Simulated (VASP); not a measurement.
Crystal: SnTe.

```
CELL_PARAMETERS angstrom
0.00000 3.15085 3.15085
3.15085 0.00000 3.15085
3.15085 3.15085 0.00000
ATOMIC_POSITIONS crystal
Sn 0.00000 0.00000 0.00000
Te 0.50000 0.50000 0.50000
```

Base run:

- Program: VASP 6.6.1
- Functional: PBEsol
- Potentials or basis: VASP PAW PBE potentials, release 64 (Sn_d, Te)
- Cutoff: 520 eV
- k mesh: 6 × 6 × 6
- Occupations: methfessel-paxton, width 0.02 eV
- Spin: no spin polarisation

Its results: band gap on the k mesh 0.14 eV, direct; pressure -0.4 GPa.

After a change of settings the same cell gave: band gap on the k mesh 0.03 eV, direct; pressure 1.8 GPa. Which change was it?
A. functional from PBEsol to r2SCAN
B. functional from PBEsol to RPBE
C. functional from PBEsol to LDA; potentials or basis from VASP PAW PBE potentials, release 64 (Sn_d, Te) to VASP PAW LDA potentials, release 64 (Sn_d, Te)

A.

Caveats: the PAW data sets were made with another functional, which shifts forces and pressure a little; spin-orbit coupling is left out, which moves the levels of the heavy elements.
